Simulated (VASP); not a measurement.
Input of a VASP 6.6.1 run:

Contents of INCAR:

```
SYSTEM = TaF3
ALGO     = Normal         ! electronic algorithm
EDIFF    = 1E-6           ! SCF threshold, eV
ENCUT    = 600            ! plane-wave cutoff, eV
GGA_COMPAT= .FALSE.      
ISIF     = 2              ! what is computed and relaxed
ISMEAR   = -1             ! smearing method
LASPH    = .TRUE.         ! aspherical terms in the spheres
LCHARG   = .TRUE.         ! write CHGCAR
LELF     = .TRUE.         ! ELF
LREAL    = .FALSE.        ! projectors in reciprocal space
LVHAR    = .TRUE.       
LWAVE    = .FALSE.        ! write WAVECAR
NBANDS   = 24             ! bands
NELM     = 120            ! most SCF steps
PREC     = Accurate       ! precision mode
SIGMA    = 0.15           ! smearing width, eV
```

File KPOINTS:

```
k-points
0
G
  8 8 8
  0 0 0
```

The input POSCAR:

```
TaF3
1.0
    4.2499789200      0.0000000000      0.0000000000
    0.0000000000      4.2499789200      0.0000000000
    0.0000000000      0.0000000000      4.1666460000
Ta F
1 3
Direct
    0.0000000000      0.0000000000      0.0000000000
    0.0000000000      0.5000000000      0.0000000000
    0.5000000000      0.0000000000      0.0000000000
    0.0000000000      0.0000000000      0.5000000000
```

Potentials or basis: VASP PAW LDA potentials, release 64 (Ta_pv, F).

The run is started by

```console
$ cat potpaw_LDA.64/Ta_pv/POTCAR potpaw_LDA.64/F/POTCAR > POTCAR
$ mpirun -np 1 vasp_std > vasp.out
```

**Question.** Predict the band gap on the k mesh.

**Answer.** Zero (bands 16 and 17 overlap by 1.93 eV).

**Question.** Predict the pressure.

**Answer.** -12.2 GPa.

Stress tensor (GPa, compression positive):
```
-13.30   0.00   0.00
  0.00 -13.30   0.00
  0.00   0.00  -9.93
```

Caveat: the cell stands under tension; spin-orbit coupling is left out, which moves the levels of the heavy elements.
